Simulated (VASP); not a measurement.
# Bi in VASP: notebook

Bi is run at these levels: PBE; tasks: relaxation of cell and atoms, single point.

All numbers are computed with VASP 6.6.1; they aren't measurements. Logs are shortened: lines on timing, memory, paths and dates and some standing lists are left out, and cuts for length are marked.

### 1 The cell of the first run

Symmetry: Fm-3m, No. 225, cubic system. Conventional cell: a = 5.013 Å, b = 5.013 Å, c = 5.013 Å, α = 90.00°, β = 90.00°, γ = 90.00°. Within 4.7 Å of Bi (site symmetry m-3m) lie 12 Bi at 3.54 Å.

The cell was built from a structure type or drawn by symmetry, and may not be a known phase.

### 2 Relaxation of cell and atoms, PBE

Input file INCAR:

```
PREC = Accurate ; ENCUT = 600
EDIFF = 1E-6 ; ISMEAR = 0
SIGMA = 0.1 ; LREAL = False
LASPH = True ; NELM = 60
ALGO = Normal ; ISIF = 3
LWAVE = False ; LCHARG = False
GGA = PE ; IBRION = 2
NSW = 100 ; EDIFFG = -0.01
```

Input file KPOINTS:

```
Automatic mesh
0
Gamma
  20 20 20
```

Input file POSCAR:

```
Bi
1.0
    0.0000000000      2.5062862203      2.5062862203
    2.5062862203      0.0000000000      2.5062862203
    2.5062862203      2.5062862203      0.0000000000
Bi
1
Direct
    0.0000000000      0.0000000000      0.0000000000
```

Potentials or basis: VASP PAW PBE potentials, release 64 (Bi_d).

The run is started by

```console
$ cat potpaw_PBE.64/Bi_d/POTCAR > POTCAR
$ mpirun -np 1 vasp_std > vasp.out
```

OUTCAR:

```text
PREC = Accurate
   ENCUT = 600
   EDIFF = 1E-6
   ISMEAR = 0
   LREAL = False
   LASPH = True
   NELM = 60
   ISIF = 3
   GGA = PE
   IBRION = 2
   NSW = 100
   EDIFFG = -0.01

 ion  position               nearest neighbor table
   1  0.000  0.000  0.000-

  LATTYP: Found a face centered cubic cell.
 ALAT       =     5.0125724406

  Lattice vectors:

 A1 = (   0.0000000000,   2.5062862203,   2.5062862203)
 A2 = (   2.5062862203,   0.0000000000,   2.5062862203)
 A3 = (   2.5062862203,   2.5062862203,   0.0000000000)

Analysis of symmetry for initial positions (statically):
=====================================================================
 Subroutine PRICEL returns:
 Original cell was already a primitive cell.

 Routine SETGRP: Setting up the symmetry group for a
 face centered cubic supercell.

 Subroutine GETGRP returns: Found 48 space group operations
 (whereof 48 operations were pure point group operations)
 out of a pool of 48 trial point group operations.

The static configuration has the point symmetry O_h .

Analysis of symmetry for dynamics (positions and initial velocities):
=====================================================================
 Subroutine PRICEL returns:
 Original cell was already a primitive cell.

 Routine SETGRP: Setting up the symmetry group for a
 face centered cubic supercell.

 Subroutine GETGRP returns: Found 48 space group operations
 (whereof 48 operations were pure point group operations)
 out of a pool of 48 trial point group operations.

The dynamic configuration has the point symmetry O_h .

 Subroutine INISYM returns: Found 48 space group operations
 (whereof 48 operations are pure point group operations),
 and found     1 'primitive' translations

----------------------------------------------------------------------------------------

                                     Primitive cell

  volume of cell :      31.4863

  direct lattice vectors                    reciprocal lattice vectors
     0.000000000  2.506286220  2.506286220    -0.199498364  0.199498364  0.199498364
     2.506286220  0.000000000  2.506286220     0.199498364 -0.199498364  0.199498364
     2.506286220  2.506286220  0.000000000     0.199498364  0.199498364 -0.199498364

  length of vectors
     3.544423964  3.544423964  3.544423964     0.345541302  0.345541302  0.345541302

  position of ions in fractional coordinates (direct lattice)
     0.000000000  0.000000000  0.000000000
[... 89 lines left out ...]
   EMIN   =  10.00;   EMAX   =-10.00  energy-range for DOS
   EFERMI =   0.00;   METHOD = LEGACY
   ISMEAR =     0;   SIGMA  =   0.10  broadening in eV -4-tet -1-fermi 0-gaus
   EFERMI_NEDOS =   21; number of points for ismear=-14 and -15
   IALGO  =     38    algorithm
   IMIX   =      4    mixing-type and parameters
     AMIX     =   0.40;   BMIX     =  1.00
     AMIX_MAG =   1.60;   BMIX_MAG =  1.00
  volume/ion in A,a.u.               =      31.49       212.48
  Fermi-wavevector in a.u.,A,eV,Ry     =   1.278590  2.416184 22.242696  1.634792
  Thomas-Fermi vector in A             =   2.411124
   LORBIT       =      0    0 simple, 1 ext, 2 COOP (PROOUT), +10 PAW based schemes
   GGA     = PE    functional components
   LHFCALC =     F    Hartree Fock is set to
   AEXX    =    0.0000 exact exchange contribution
   IVDW    =     0    specifies the selected vdW correction
   LEPSILON=     F    determine dielectric tensor
   LRPA    =     F    only Hartree local field effects (RPA)
 conjugate gradient relaxation of ions
 non-spin polarized calculation
 Gauss-broadening in eV      SIGMA  =   0.10
  energy-cutoff  :      600.00
  volume of cell :       31.49
 maximum number of plane-waves:      1073
   NGX = 15   NGY = 15   NGZ = 15

--------------------------------------- Ionic step        1  -------------------------------------------

 number of electron      15.0000003 magnetization

 Free energy of the ion-electron system (eV)
  ---------------------------------------------------
  ext. energy  EPLUGINS =         0.00000000
  ---------------------------------------------------
  free energy    TOTEN  =        -3.70630108 eV

  energy without entropy =       -3.70300113  energy(sigma->0) =       -3.70465111

------------------------ aborting loop because EDIFF is reached ----------------------------------------

  FORCE on cell =-STRESS in cart. coord.  units (eV):
  Direction    XX          YY          ZZ          XY          YZ          ZX
  --------------------------------------------------------------------------------------
  -------------------------------------------------------------------------------------
  Total        0.0947221      0.0947221      0.0947221      0.0000000      0.0000000      0.0000000
  in kB        4.8199233      4.8199233      4.8199233      0.0000000      0.0000000      0.0000000
  external PRESSURE =       4.8199233 kB  Pullay stress =       0.0000000 kB
[... 57 lines left out ...]
--------------------------------------- Ionic step        3  -------------------------------------------

 number of electron      15.0000001 magnetization

 Free energy of the ion-electron system (eV)
  ---------------------------------------------------
  ext. energy  EPLUGINS =         0.00000000
  ---------------------------------------------------
  free energy    TOTEN  =        -3.70666025 eV

  energy without entropy =       -3.70331419  energy(sigma->0) =       -3.70498722

 E-fermi :   7.7922     XC(G=0): -10.2031

 val. band max:        7.7890809148   @ k =  -0.4500   0.4000   0.1000
 cond. band min:       7.7957461551   @ k =  -0.3000   0.2000   0.0500
 fundamental gap:      0.0066652403
 Fermi energy:         7.7922323138

 k-point     1 :       0.0000    0.0000    0.0000
  band No.  band energies     occupation
      1     -15.3317      2.00000
      2     -15.3317      2.00000
      3     -15.3317      2.00000
      4     -15.2665      2.00000
      5     -15.2665      2.00000
      6      -5.7147      2.00000
      7      12.5717      0.00000
      8      12.5717      0.00000
      9      12.5717      0.00000
     10      16.3757      0.00000
     11      16.8339      0.00000
[... 309 lines left out ...]
 k-point    24 :      -0.3500    0.0500    0.0000
  band No.  band energies     occupation
      1     -15.3232      2.00000
      2     -15.3194      2.00000
      3     -15.3180      2.00000
      4     -15.2206      2.00000
      5     -15.2106      2.00000
      6      -3.6631      2.00000
      7       4.0294      2.00000
      8      10.6145      0.00000
      9      11.3967      0.00000
     10      15.3317      0.00000
     11      16.4325      0.00000

 [... further k-points ...]
[... 5 lines left out ...]
  --------------------------------------------------------------------------------------
  -------------------------------------------------------------------------------------
  Total        0.0044340      0.0044340      0.0044340      0.0000000      0.0000000      0.0000000
  in kB        0.2238341      0.2238341      0.2238341      0.0000000      0.0000000      0.0000000
  external PRESSURE =       0.2238341 kB  Pullay stress =       0.0000000 kB
[... 16 lines left out ...]
  FREE ENERGIE OF THE ION-ELECTRON SYSTEM (eV)
  ---------------------------------------------------
  free  energy   TOTEN  =        -3.7066602466 eV

  energy  without entropy=       -3.7033141927  energy(sigma->0) =       -3.70498722

 reached required accuracy - stopping structural energy minimisation
```

OSZICAR:

```text
N       E                     dE             d eps       ncg     rms          rms(c)
DAV:   1     0.108758593427E+03    0.10876E+03   -0.87782E+03  5647   0.174E+03
DAV:   2     0.179944222793E+01   -0.10696E+03   -0.10478E+03  5776   0.372E+02
DAV:   3    -0.357074554143E+01   -0.53702E+01   -0.53047E+01  6560   0.903E+01
[... 21 lines left out ...]
DAV:   3    -0.370663903311E+01    0.89149E-03   -0.37400E-03  8840   0.117E+00    0.163E-02
DAV:   4    -0.370664820259E+01   -0.91695E-05   -0.41345E-05  5806   0.786E-02    0.913E-03
DAV:   5    -0.370666448999E+01   -0.16287E-04   -0.46245E-05  5803   0.680E-02    0.479E-03
DAV:   6    -0.370666058363E+01    0.39064E-05   -0.52309E-06  6148   0.280E-02    0.870E-04
DAV:   7    -0.370666024655E+01    0.33708E-06   -0.19766E-07  2954   0.361E-03
   3 F= -.37066602E+01 E0= -.37049872E+01  d E =-.359165E-03
```

Run time: 1.8 min. Hardware: 1 thread of Intel Xeon Platinum 8375C at 2.90GHz (Ice Lake), shared host; peak memory 0.25 GiB.

What came out:

```yaml
Free_energy: -3.7067 eV
Relaxed_volume: 31.74 Å³/atom
Relaxed_cell: a = 3.554 Å, b = 3.554 Å, c = 3.554 Å, α = 60.00°, β = 60.00°, γ = 60.00°
Space_group_after_relaxing_to_0.1_Å: Fm-3m (No. 225)
Energy_gained_by_relaxing: 0.4 meV/atom
Ionic_steps: 3
Pressure_after_relaxing: 0.0 GPa
Band_gap_on_the_k_mesh: zero (an odd number of electrons rules out a gap without spin polarisation)
```

The path:
| step | energy change (eV) | largest force (eV/Å) | pressure (GPa) | volume (Å³) |
| --- | --- | --- | --- | --- |
| 1 | 0.0000 | 0.0000 | 0.48 | 31.49 |
| 2 | -0.0002 | 0.0000 | -0.27 | 31.92 |
| 3 | -0.0004 | 0.0000 | 0.02 | 31.74 |

Final structure:
```xyz
1
Lattice="0.0000 2.5129 2.5129 2.5129 0.0000 2.5129 2.5129 2.5129 0.0000" Properties=species:S:1:pos:R:3 pbc="T T T"
Bi    0.0000    0.0000    0.0000
```

Levels at points of the mesh, in eV from the Fermi level:
| k point | band 3 | band 4 | band 5 | band 6 | band 7 | band 8 | band 9 | band 10 | band 11 |
| --- | --- | --- | --- | --- | --- | --- | --- | --- | --- |
| (0.00, 0.00, 0.00) | -23.12 | -23.06 | -23.06 | -13.51 | 4.78 | 4.78 | 4.78 | 8.58 | 9.04 |
| (0.50, 0.00, 0.00) | -23.12 | -22.99 | -22.99 | -10.75 | -5.21 | 3.24 | 3.24 | 7.20 | 8.57 |
| (0.50, 0.50, 0.00) | -23.00 | -22.97 | -22.97 | -9.69 | -4.42 | 0.32 | 0.32 | 4.00 | 5.19 |

Caveat: spin-orbit coupling is left out, which moves the levels of the heavy elements.

### 3 Single point, PBE

This run uses another cell than the first one: it holds 4 atoms, not 1.

Input file INCAR:

```
SYSTEM = Bi
  ALGO = Fast
  EDIFF = 1E-7
  ENCUT = 520
  GGA = PE
  ISIF = 2
  ISMEAR = 0
  LASPH = .True.
  LCHARG = .False.
  LREAL = .False.
  LWAVE = .False.
  NBANDS = 38
  NELM = 80
  PREC = Accurate
  SIGMA = 0.1
```

Input file KPOINTS:

```
k-points
0
Gamma
  4 4 4
  0 0 0
```

Input file POSCAR:

```
Bi
1.0
    5.0087579610      0.0000000000      0.0000000000
    0.0000000000      5.0087579610      0.0000000000
    0.0000000000      0.0000000000      5.0203847912
Bi
4
Direct
    0.7498134566      0.7498134566      0.5000000000
    0.2501865434      0.2501865434      0.5000000000
    0.2501865434      0.7498134566      0.0000000000
    0.7498134566      0.2501865434      0.0000000000
```

Potentials or basis: VASP PAW PBE potentials, release 64 (Bi_d).

The run is started by

```console
$ cat potpaw_PBE.64/Bi_d/POTCAR > POTCAR
$ mpirun -np 1 vasp_std > vasp.out
```

Wall time 2.3 min (1 thread of Intel Xeon Platinum 8259CL at 2.50GHz (Skylake/Cascade Lake), shared host); peak memory 0.26 GiB.

It converged, with:

```
Free energy            : -14.9040 eV
Pressure               : 0.0 GPa
Largest force          : 0.006 eV/Å
Band gap on the k mesh : zero (bands 30 and 31 overlap by 4.40 eV)
```

Forces in eV/Å, atoms in the order of the input:
```
Bi   0.004  0.004  0.000
Bi  -0.004 -0.004  0.000
Bi  -0.004  0.004  0.000
Bi   0.004 -0.004  0.000
```

Levels at points of the mesh, in eV from the Fermi level:
| k point | band 26 | band 27 | band 28 | band 29 | band 30 | band 31 | band 32 | band 33 | band 34 | band 35 |
| --- | --- | --- | --- | --- | --- | --- | --- | --- | --- | --- |
| (0.00, 0.00, 0.00) | -4.10 | -4.10 | 0.66 | 0.66 | 0.68 | 0.68 | 0.69 | 0.69 | 4.35 | 4.35 |
| (0.50, 0.00, 0.00) | -2.42 | -2.41 | -2.40 | -0.80 | -0.80 | 0.23 | 0.23 | 2.32 | 2.33 | 2.33 |
| (0.50, 0.50, 0.00) | -2.47 | -2.47 | -2.47 | -0.79 | -0.78 | -0.78 | -0.77 | 3.50 | 3.50 | 3.50 |
| (0.00, 0.00, 0.50) | -2.42 | -2.42 | -2.42 | -0.79 | -0.79 | 0.22 | 0.22 | 2.34 | 2.34 | 2.34 |
| (0.50, 0.00, 0.50) | -2.46 | -2.45 | -2.45 | -0.78 | -0.78 | -0.77 | -0.77 | 3.47 | 3.47 | 3.48 |
| (0.50, 0.50, 0.50) | -4.90 | -4.90 | -4.90 | 3.61 | 3.61 | 3.61 | 3.61 | 3.65 | 3.65 | 3.65 |

Caveat: spin-orbit coupling is left out, which moves the levels of the heavy elements.
